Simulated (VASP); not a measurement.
A run of VASP 6.6.1:

The input INCAR:

```
ALGO = Normal
EDIFF = 1E-6
ENCUT = 520
ISIF = 2
ISMEAR = -1
LASPH = True
LCHARG = True
LELF = True
LREAL = False
LVHAR = True
LWAVE = False
NBANDS = 15
NELM = 100
PREC = Accurate
SIGMA = 0.05
```

KPOINTS

```
k-points
0
Gamma
  11 11 11
```

Contents of POSCAR:

```
TiC
1.0
    0.0000000000      2.1657188437      2.1657188437
    2.1657188437      0.0000000000      2.1657188437
    2.1657188437      2.1657188437      0.0000000000
Ti C
1 1
Direct
    0.0000000000      0.0000000000      0.0000000000
    0.5000000000      0.5000000000      0.5000000000
```

Potentials or basis: VASP PAW LDA potentials, release 64 (Ti_sv, C).

Run with:

```bash
$ cat potpaw_LDA.64/Ti_sv/POTCAR potpaw_LDA.64/C/POTCAR > POTCAR
$ mpirun -np 1 vasp_std > vasp.out
```

Hardware: 1 thread of Intel(R) Xeon(R) 6975P-C (Granite Rapids), on a shared host.

Question: How long does it take, and how much memory?

Answer: It took 5.7 s on 1 thread of Intel(R) Xeon(R) 6975P-C (Granite Rapids), with other jobs on the host, peak memory 0.14 GiB. Counts: scf iterations 14, k points 56.
